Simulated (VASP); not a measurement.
Runs of VASP 6.6.1 on Al4NiPd3. The structure is that of space group P4/mmm (No. 123), or close to it. The cells are those of the table. 

```csv
task,cell,k mesh,cutoff (eV),gap on the mesh (eV),pressure (GPa),largest force (eV/Å)
single point,"a = 4.415, b = 4.415, c = 6.317 Å, 8 atoms",10 × 10 × 6,520,none,-11.8,-
single point,"a = 4.189, b = 4.189, c = 5.994 Å, 8 atoms",10 × 10 × 6,520,none,(a),0.01
relaxation of shape and atoms at fixed volume,"relaxed from a = 4.099, b = 4.099, c = 5.863 Å, 8 atoms",10 × 10 × 6,600,none,26.6,-
single point,"a = 4.277, b = 4.277, c = 6.119 Å, 8 atoms",4 × 4 × 4,520,none,0.0,0.07
```

Alike in all rows: level PBE; potentials or basis VASP PAW PBE potentials, release 64 (Al, Ni, Pd); no spin polarisation; smearing gaussian 0.1 eV.

Task: Estimate the missing entries.

Result: (a) 11.0.

Caveats: some runs use coarse meshes; the cell stands under tension (at least some runs); the cell stands under pressure (at least some runs).

A k mesh can miss the band edges, and the runs leave out spin-orbit coupling on Pd.

A gap of «none» marks levels without a gap at the run's occupations.
